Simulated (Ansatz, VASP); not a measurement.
**One calculation of Sr, two programs**

```xyz
1
Lattice="-2.5187 2.5187 2.5187 2.5187 -2.5187 2.5187 2.5187 2.5187 -2.5187" Properties=species:S:1:pos:R:3 pbc="T T T"
Sr    0.0000    0.0000    0.0000
```

Alike in both runs: task single point; functional revPBE; k mesh 10 × 10 × 10; occupations fermi-dirac, width 0.1 eV; no spin polarisation.

|  | VASP | Ansatz |
| --- | --- | --- |
| version | VASP 6.6.1 | Ansatz 0.2.0 |
| potentials or method | VASP PAW PBE potentials, release 64 (Sr_sv), cutoff 520 eV | plane waves (420 eV) with PAW, scalar-relativistic |
| valence electrons in the cell | 10 | 10 |

|  | VASP | Ansatz | Ansatz less VASP |
| --- | --- | --- | --- |
| pressure (GPa) | -1.0 | -1.0 | 0.00 |

VASP's potentials were made for PBE, not for revPBE.
